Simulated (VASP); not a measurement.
# CdS: single point with PBE

The system is CdS.

```
Cd S
1.0
     4.26117    0.00000    0.00000
    -2.13058    3.69028    0.00000
     0.00000    0.00000    5.80417
Cd S
1 1
Direct
  0.00000 0.00000 0.44269
  0.66667 0.33333 0.43431
```

```yaml
Program: VASP 6.6.1
Task: single point
Functional: PBE
Potentials_or_basis: VASP PAW PBE potentials, release 64 (Cd_sv_GW, S)
Cutoff: 630 eV
k_mesh: 7 × 7 × 5
Occupations: gaussian, width 0.019 eV
Spin: no spin polarisation
Dipole_correction: no
Further_INCAR_settings: ALGO = Normal; EDIFF = 1e-06; NBANDS = 20
```

```
Pressure               : -0.3 GPa
Largest force          : 0.005 eV/Å
Band gap on the k mesh : 1.46 eV
```

Forces on the atoms (eV/Å):
```
Cd   0.000  0.000 -0.005
S    0.000  0.000  0.005
```

Stress tensor (GPa, compression positive):
```
-0.44  0.00  0.00
 0.00 -0.44  0.00
 0.00  0.00 -0.07
```

Levels at points of the mesh, in eV from the valence-band top:
```
           k point  band 10  band 11  band 12  band 13  band 14  band 15  band 16  band 17
(0.00, 0.00, 0.00)    -6.92    -1.05     0.00     0.00     1.46     5.57     6.93     6.93
```

It took 53 s on 1 thread of Intel(R) Xeon(R) Platinum 8259CL CPU @ 2.50GHz (Skylake/Cascade Lake), on a shared host, peak memory 0.29 GiB.

A k mesh can miss the band edges.
